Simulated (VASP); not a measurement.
The system is ZrH.

```xyz
2
Lattice="-1.6439 1.6439 2.5044 1.6439 -1.6439 2.5044 1.6439 1.6439 -2.5044" Properties=species:S:1:pos:R:3 pbc="T T T"
Zr    0.0000    0.0000    0.0000
H     0.0000    1.6439    1.2522
```

- Program: VASP 6.6.1
- Task: relaxation of cell and atoms
- Functional: PBEsol
- Potentials or basis: VASP PAW PBE potentials, release 64 (Zr_sv, H)
- Cutoff: 500 eV
- k mesh: 7 × 7 × 9
- Occupations: gaussian, width 0.05 eV
- Spin: no spin polarisation

At the start: pressure -4.4 GPa; volume 13.54 Å³/atom.

Where does the relaxation end?

Over 6 steps the energy falls by 7.4 meV/atom and the volume is 13.03 Å³/atom (-3.7 %); space group I-4m2 (No. 119, to 0.1 Å) before and after.

Step by step:
```csv
step,energy change (eV),largest force (eV/Å),pressure (GPa),volume (Å³)
1,0.0000,0.0000,-4.36,27.07
2,-0.0120,0.0000,1.94,25.65
3,-0.0143,0.0000,0.02,26.05
4,-0.0143,0.0000,-0.08,26.07
5,-0.0145,0.0000,-0.08,26.07
6,-0.0147,0.0000,-0.09,26.06
```

Final structure:
```yaml
crystal:
  lattice:
    - [-1.61766, 1.61766, 2.48959]
    - [1.61766, -1.61766, 2.48959]
    - [1.61766, 1.61766, -2.48959]
  atoms:
    - { symbol: Zr, position: [0.00000, 0.00000, 0.00000] }
    - { symbol: H, position: [0.75000, 0.25000, 0.50000] }
```

Caveat: the PAW data sets were made with another functional, which shifts forces and pressure a little.
